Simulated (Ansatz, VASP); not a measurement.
**One calculation of ZnO4, two programs**

Contents of INCAR:

```
SYSTEM = ZnO4
  PREC = Accurate
  ENCUT = 600
  EDIFF = 1E-6
  ISMEAR = 0
  SIGMA = 0.1
  LREAL = .FALSE.
  LASPH = .TRUE.
  NELM = 150
  ALGO = Normal
  ISIF = 3
  LWAVE = .FALSE.
  LCHARG = .FALSE.
  ISPIN = 2
  MAGMOM = 0 0 0.19 0.19 0.19
  LORBIT = 11
  GGA = PE
  IBRION = 2
  NSW = 100
  EDIFFG = -0.01
```

Contents of KPOINTS:

```
regular mesh
0
G
  10 10 10
  0 0 0
```

POSCAR

```
ZnO4
1.0
    3.5939497847      0.0000000000      0.0000000000
    0.0000000000      3.5939497847      0.0000000000
    0.0000000000      0.0000000000      3.5939497847
Zn O
1 4
Direct
    0.5000000000      0.5000000000      0.5000000000
    0.0000000000      0.0000000000      0.0000000000
    0.5000000000      0.0000000000      0.0000000000
    0.0000000000      0.5000000000      0.0000000000
    0.0000000000      0.0000000000      0.5000000000
```

Input for Ansatz:

```yaml
crystal:
  lattice:
    - [3.5939497847, 0.0, 0.0]
    - [0.0, 3.5939497847, 0.0]
    - [0.0, 0.0, 3.5939497847]
  atoms:
    - { symbol: Zn, position: [0.5, 0.5, 0.5] }
    - { symbol: O, position: [0.0, 0.0, 0.0] }
    - { symbol: O, position: [0.5, 0.0, 0.0], spin: 0.19 }
    - { symbol: O, position: [0.0, 0.5, 0.0], spin: 0.19 }
    - { symbol: O, position: [0.0, 0.0, 0.5], spin: 0.19 }
basis:
  ecutwfc: 420
kpoints:
  mp_grid: { grid: [10, 10, 10] }
hamiltonian:
  xc: pbe
scf:
  occupations: { method: gaussian, width: 0.1 }
output:
  forces: true
  stress: true
  eigenvalues: true
  populations: true
  write_density: true
  write_potential: true
  elf: true
  volumetric_format: npy
magnetization:
  spin_polarized: true
relax:
  adjacent_minimum: "off"
  f_tol: 0.01
  max_steps: 80
  cell: { stress_tol: 0.05 }
```

Alike in both runs: task relaxation of cell and atoms; functional PBE; k mesh 10 × 10 × 10; occupations gaussian, width 0.1 eV; collinear spin.

|  | VASP | Ansatz |
| --- | --- | --- |
| version | VASP 6.6.1 | Ansatz 0.2.0 |
| potentials or method | VASP PAW PBE potentials, release 64 (Zn, O), cutoff 600 eV | scalar-relativistic, plane waves, PAW |
| valence electrons in the cell | 36 | 36 |

VASP gave:

- gap on the k mesh at the Fermi level, each at its own relaxed structure (eV): none
- net moment per atom (μB): 0.00
- relaxed volume (Å³/atom): 9.16
- relaxed cell length with the largest relative difference (Å): 3.578

Q: What did Ansatz give for the same quantities?

A: gap on the k mesh at the Fermi level, each at its own relaxed structure (eV): none; net moment per atom (μB): 0.00; relaxed volume (Å³/atom): 9.17; relaxed cell length with the largest relative difference (Å): 3.580.

A gap of «none» marks a metal or a gap that the smearing closes. Ansatz's warnings: seeded moment not kept.
